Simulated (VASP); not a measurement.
# H4BrN (P-43m) in VASP: notebook, part 2 of 2

VASP 6.6.1. The steps go on from the part before.

## 3. Relaxation of cell and atoms, LDA, target pressure 20 GPa, at which the enthalpy is minimised

INCAR

```
  PREC = Accurate
  ENCUT = 600
  EDIFF = 1E-6
  ISMEAR = -1
  SIGMA = 0.01
  LREAL = F
  LASPH = T
  NELM = 80
  ALGO = Normal
  ISIF = 3
  LWAVE = F
  LCHARG = F
  GGA = CA
  IBRION = 2
  NSW = 50
  EDIFFG = -0.02
  PSTRESS = 200.0
```

KPOINTS

```
Automatic mesh
0
Gamma
  4 4 4
```

POSCAR

```
H4BrN
1.0
    4.0000000000      0.0000000000      0.0000000000
    0.0000000000      4.0000000000      0.0000000000
    0.0000000000      0.0000000000      4.0000000000
H Br N
4 1 1
Direct
    0.1480000000      0.1480000000      0.1480000000
    0.1480000000      0.8520000000      0.8520000000
    0.8520000000      0.1480000000      0.8520000000
    0.8520000000      0.8520000000      0.1480000000
    0.5000000000      0.5000000000      0.5000000000
    0.0000000000      0.0000000000      0.0000000000
```

Potentials or basis: VASP PAW LDA potentials, release 64 (H, Br, N).

Command:

```console
cat potpaw_LDA.64/H/POTCAR potpaw_LDA.64/Br/POTCAR potpaw_LDA.64/N/POTCAR > POTCAR
mpirun -np 1 vasp_std > vasp.out
```

OUTCAR:

```text
PREC = Accurate
   ENCUT = 600
   EDIFF = 1E-6
   ISMEAR = -1
   LREAL = F
   LASPH = T
   NELM = 80
   ISIF = 3
   GGA = CA
   IBRION = 2
   NSW = 50
   EDIFFG = -0.02
   PSTRESS = 200.0

 ion  position               nearest neighbor table
   1  0.148  0.148  0.148-   6 1.03
   2  0.148  0.852  0.852-   6 1.03
   3  0.852  0.148  0.852-   6 1.03
   4  0.852  0.852  0.148-   6 1.03
   5  0.500  0.500  0.500-
   6  0.000  0.000  0.000-   1 1.03   2 1.03   3 1.03   4 1.03

  LATTYP: Found a simple cubic cell.
 ALAT       =     4.0000000000

  Lattice vectors:

 A1 = (   4.0000000000,   0.0000000000,   0.0000000000)
 A2 = (   0.0000000000,   4.0000000000,   0.0000000000)
 A3 = (   0.0000000000,   0.0000000000,   4.0000000000)

Analysis of symmetry for initial positions (statically):
=====================================================================
 Subroutine PRICEL returns:
 Original cell was already a primitive cell.

 Routine SETGRP: Setting up the symmetry group for a
 simple cubic supercell.

 Subroutine GETGRP returns: Found 24 space group operations
 (whereof 24 operations were pure point group operations)
 out of a pool of 48 trial point group operations.

The static configuration has the point symmetry T_d .

Analysis of symmetry for dynamics (positions and initial velocities):
=====================================================================
 Subroutine PRICEL returns:
 Original cell was already a primitive cell.

 Routine SETGRP: Setting up the symmetry group for a
 simple cubic supercell.

 Subroutine GETGRP returns: Found 24 space group operations
 (whereof 24 operations were pure point group operations)
 out of a pool of 48 trial point group operations.

The dynamic configuration has the point symmetry T_d .

 Subroutine INISYM returns: Found 24 space group operations
 (whereof 24 operations are pure point group operations),
 and found     1 'primitive' translations

[... 75 lines left out ...]
   NGX,Y,Z   is equivalent  to a cutoff of  13.30, 13.30, 13.30 a.u.
   NGXF,Y,Z  is equivalent  to a cutoff of  26.60, 26.60, 26.60 a.u.
 SYSTEM =  unknown system
   PREC   = accura    normal or accurate (medium, high low for compatibility)
   ISTART =      0    job   : 0-new  1-cont  2-samecut
   ICHARG =      2    charge: 1-file 2-atom 10-const
   ISPIN  =      1    spin polarized calculation?
   LNONCOLLINEAR =      F non collinear calculations
   LSORBIT =      F    spin-orbit coupling
   LASPH  =      T    aspherical Exc in radial PAW
   ENCUT  =  600.0 eV  44.10 Ry    6.64 a.u.   7.99  7.99  7.99*2*pi/ulx,y,z
   NELM   =     80;   NELMIN=  2; NELMDL= -5     # of ELM steps
   EDIFF  = 0.1E-05   stopping-criterion for ELM
   LREAL  =      F    real-space projection
   EDIFFG = -.2E-01   stopping-criterion for IOM
   NSW    =     50    number of steps for IOM
   IBRION =      2    ionic relax: 0-MD 1-quasi-New 2-CG
   NFREE  =      1    steps in history (QN), initial steepest desc. (CG)
   ISIF   =      3    stress and relaxation
   ISYM   =      2    0-nonsym 1-usesym 2-fastsym
   POTIM  = 0.5000    time-step for ionic-motion
   TEBEG  =    0.0;   TEEND  =   0.0 temperature during run
   PSTRESS=  200.0 pullay stress
   NELECT =      16.0000    total number of electrons
   NUPDOWN=      -1.0000    fix difference up-down
   EMIN   =  10.00;   EMAX   =-10.00  energy-range for DOS
   EFERMI =   0.00;   METHOD = LEGACY
   ISMEAR =    -1;   SIGMA  =   0.01  broadening in eV -4-tet -1-fermi 0-gaus
   EFERMI_NEDOS =   21; number of points for ismear=-14 and -15
   IALGO  =     38    algorithm
   IMIX   =      4    mixing-type and parameters
     AMIX     =   0.40;   BMIX     =  1.00
     AMIX_MAG =   1.60;   BMIX_MAG =  1.00
  volume/ion in A,a.u.               =      10.67        71.98
  Fermi-wavevector in a.u.,A,eV,Ry     =   1.031307  1.948889 14.471090  1.063595
  Thomas-Fermi vector in A             =   2.165449
   LORBIT       =      0    0 simple, 1 ext, 2 COOP (PROOUT), +10 PAW based schemes
   GGA     = CA    functional components
   LHFCALC =     F    Hartree Fock is set to
   AEXX    =    0.0000 exact exchange contribution
   IVDW    =     0    specifies the selected vdW correction
   LEPSILON=     F    determine dielectric tensor
   LRPA    =     F    only Hartree local field effects (RPA)
 conjugate gradient relaxation of ions
 non-spin polarized calculation
  energy-cutoff  :      600.00
  volume of cell :       64.00
 maximum number of plane-waves:      2176
 NGX is ok and might be reduce to    32
   NGX = 15   NGY = 15   NGZ = 15

--------------------------------------- Ionic step        1  -------------------------------------------

 number of electron      15.9999993 magnetization

 Free energy of the ion-electron system (eV)
  ---------------------------------------------------
  ext. energy  EPLUGINS =         0.00000000
  ---------------------------------------------------
  free energy    TOTEN  =       -28.57897930 eV

  energy without entropy =      -28.57897930  energy(sigma->0) =      -28.57897930

 E-fermi :  -0.1712     XC(G=0):  -8.7114

 val. band max:       -0.4685504649   @ k =   0.5000   0.5000   0.0000
 cond. band min:       3.4757431929   @ k =   0.0000   0.0000   0.0000
 fundamental gap:      3.9442936578
 Fermi energy:        -0.1711821328
[... 713 lines left out ...]
--------------------------------------- Ionic step        7  -------------------------------------------

 number of electron      15.9999999 magnetization

 Free energy of the ion-electron system (eV)
  ---------------------------------------------------
  ext. energy  EPLUGINS =         0.00000000
  ---------------------------------------------------
  free energy    TOTEN  =       -27.95815232 eV

  energy without entropy =      -27.95815232  energy(sigma->0) =      -27.95815232

 E-fermi :   2.7105     XC(G=0): -10.4653

 val. band max:        2.4854732059   @ k =   0.0000   0.0000   0.0000
 cond. band min:       8.1776794810   @ k =   0.5000   0.5000   0.0000
 fundamental gap:      5.6922062750
 Fermi energy:         2.7104683435
[... 185 lines left out ...]
  energy  without entropy=      -27.9581523198  energy(sigma->0) =      -27.95815232

  enthalpy is  TOTEN    =       -22.5760811209 eV   P V=        5.3820711989

 reached required accuracy - stopping structural energy minimisation
```

CONTCAR:

```text
H4BrN
   1.00000000000000
     3.5065228649593054    0.0000000000000000    0.0000000000000000
    -0.0000000000000000    3.5065228649593054   -0.0000000000000000
     0.0000000000000000    0.0000000000000000    3.5065228649593054
  H               Br              N
     4     1     1
Direct
     0.1722234774305904    0.1722234774305904    0.1722234774305904
     0.1722234774305904    0.8277765225694096    0.8277765225694096
     0.8277765225694096    0.1722234774305904    0.8277765225694096
     0.8277765225694096    0.8277765225694096    0.1722234774305904
     0.5000000000000000    0.5000000000000000    0.5000000000000000
     0.0000000000000000    0.0000000000000000    0.0000000000000000

  0.00000000E+00  0.00000000E+00  0.00000000E+00
  0.00000000E+00  0.00000000E+00  0.00000000E+00
  0.00000000E+00  0.00000000E+00  0.00000000E+00
  0.00000000E+00  0.00000000E+00  0.00000000E+00
  0.00000000E+00  0.00000000E+00  0.00000000E+00
  0.00000000E+00  0.00000000E+00  0.00000000E+00
```

Wall time 19 s (1 thread of Intel Xeon 6975P-C (Granite Rapids), shared host); peak memory 0.17 GiB.

Results:

| Quantity | Value |
| --- | --- |
| Free energy | -27.9582 eV |
| Relaxed volume | 7.19 Å³/atom |
| Relaxed cell | a = 3.507 Å, b = 3.507 Å, c = 3.507 Å, α = 90.00°, β = 90.00°, γ = 90.00° |
| Space group after relaxing (to 0.05 Å) | P-43m (No. 215) |
| Energy change on relaxing (the enthalpy is what falls) | +103.5 meV/atom |
| Ionic steps | 7 |
| Pressure after relaxing | 20.1 GPa |
| Largest force after relaxing | 0.004 eV/Å |
| Band gap on the k mesh | 5.69 eV, indirect (least direct gap 5.88 eV) |

Forces on the atoms (eV/Å):
```
H    0.002  0.002  0.002
H    0.002 -0.002 -0.002
H   -0.002  0.002 -0.002
H   -0.002 -0.002  0.002
Br   0.000  0.000  0.000
N    0.000  0.000  0.000
```

The path:
```csv
step,energy change (eV),largest force (eV/Å),pressure (GPa),volume (Å³)
1,0.0000,0.9557,1.16,64.00
2,0.1163,1.7383,10.64,53.07
3,0.6981,2.4688,26.41,44.87
4,0.9086,1.2310,18.34,41.76
5,0.6325,0.0620,20.60,43.02
6,0.6375,0.0156,20.50,42.98
7,0.6208,0.0040,20.09,43.12
```

Final structure:
```
H Br N
1.0
     3.50652    0.00000    0.00000
     0.00000    3.50652    0.00000
     0.00000    0.00000    3.50652
H Br N
4 1 1
Direct
  0.17222 0.17222 0.17222
  0.17222 0.82778 0.82778
  0.82778 0.17222 0.82778
  0.82778 0.82778 0.17222
  0.50000 0.50000 0.50000
  0.00000 0.00000 0.00000
```

Caveat: the cell is relaxed towards a set pressure, so the enthalpy falls and the energy may rise; the volume moved by over 15 % at a fixed basis, so the end points are rough.
